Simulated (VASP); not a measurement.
Wanted: the native input for a VASP 6.6.1 run.

| Quantity | Value |
| --- | --- |
| Task | single point |
| Functional | PBE |
| Potentials or basis | VASP PAW PBE potentials, release 64 (Ga_d, As) |
| Cutoff | 520 eV |
| k mesh | 6 × 6 × 6 |
| Occupations | gaussian, width 0.1 eV |
| Spin | no spin polarisation |
| Dipole correction | no |
| Further INCAR settings | ALGO = Normal; EDIFF = 1e-06; NBANDS = 52 |

The structure of Ga2As3 lies in POSCAR:

```
Ga2As3
1.0
    3.0756177381      1.7757087290      7.1101563146
   -3.0756177381      1.7757087290      7.1101563146
    0.0000000000     -3.5514174580      7.1101563146
Ga As
4 6
Direct
    0.3544697494      0.3544697494      0.3544697494
    0.1455302506      0.1455302506      0.1455302506
    0.6455302506      0.6455302506      0.6455302506
    0.8544697494      0.8544697494      0.8544697494
    0.5077133841      0.9922866159      0.2500000000
    0.2500000000      0.5077133841      0.9922866159
    0.9922866159      0.2500000000      0.5077133841
    0.4922866159      0.0077133841      0.7500000000
    0.7500000000      0.4922866159      0.0077133841
    0.0077133841      0.7500000000      0.4922866159
```

The input as run:

INCAR

```
SYSTEM = Ga2As3
PREC = Accurate ; ENCUT = 520
EDIFF = 1E-6 ; ISMEAR = 0
SIGMA = 0.1 ; LREAL = .FALSE.
LASPH = .TRUE. ; NELM = 60
ALGO = Normal ; ISIF = 2
LWAVE = .FALSE. ; LCHARG = .TRUE.
GGA = PE ; LELF = .TRUE.
LVHAR = .TRUE. ; NBANDS = 52
```

KPOINTS

```
Automatic mesh
0
G
  6 6 6
  0 0 0
```

Potentials or basis: VASP PAW PBE potentials, release 64 (Ga_d, As).

Command:

```sh
$ cat potpaw_PBE.64/Ga_d/POTCAR potpaw_PBE.64/As/POTCAR > POTCAR
$ mpirun -np 1 vasp_std > vasp.out
```

Results of the run:

```yaml
Pressure: 0.2 GPa
Largest_force: 0.010 eV/Å
Band_gap_on_the_k_mesh: zero (bands 41 and 42 overlap by 1.04 eV)
```

It took 4.9 min on 1 thread of Intel(R) Xeon(R) 6975P-C (Granite Rapids), on a shared host, peak memory 0.66 GiB.
